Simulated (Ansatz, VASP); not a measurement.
# Hg2O: VASP beside Ansatz

```
CELL_PARAMETERS angstrom
5.39628 0.00000 0.00000
0.00000 5.99689 0.00000
0.00000 0.00000 3.58512
ATOMIC_POSITIONS crystal
Hg 0.21105 0.36902 0.00000
Hg 0.78895 0.63098 0.00000
Hg 0.71105 0.13098 0.50000
Hg 0.28895 0.86902 0.50000
O 0.00000 0.00000 0.00000
O 0.50000 0.50000 0.50000
```

Alike in both runs: functional PBE; k mesh 4 × 4 × 6; occupations gaussian, width 0.1 eV; no spin polarisation.

Ansatz relaxed the structure, and its values are those at the end. VASP's run is a single point on that final structure, the one shown.

|  | VASP | Ansatz |
| --- | --- | --- |
| version | VASP 6.6.1 | Ansatz 0.2.0 |
| potentials or method | VASP PAW PBE potentials, release 64 (Hg, O), cutoff 520 eV | scalar-relativistic, plane waves, PAW |
| valence electrons in the cell | 60 | 92 |

```csv
,VASP,Ansatz,Ansatz less VASP
gap on the k mesh at the Fermi level (eV),0.14,0.14,-0.001
least direct gap on the mesh (eV),0.67,0.66,-0.008
pressure (GPa),0.5,0.0,-0.50
rms of the force components (eV/Å),0.017,0.013,-0.0041
```

VASP's potentials hold 60 valence electrons a cell and Ansatz's 92, so a difference there can come from the potentials and not from the codes.

Neither program's run includes spin-orbit coupling.
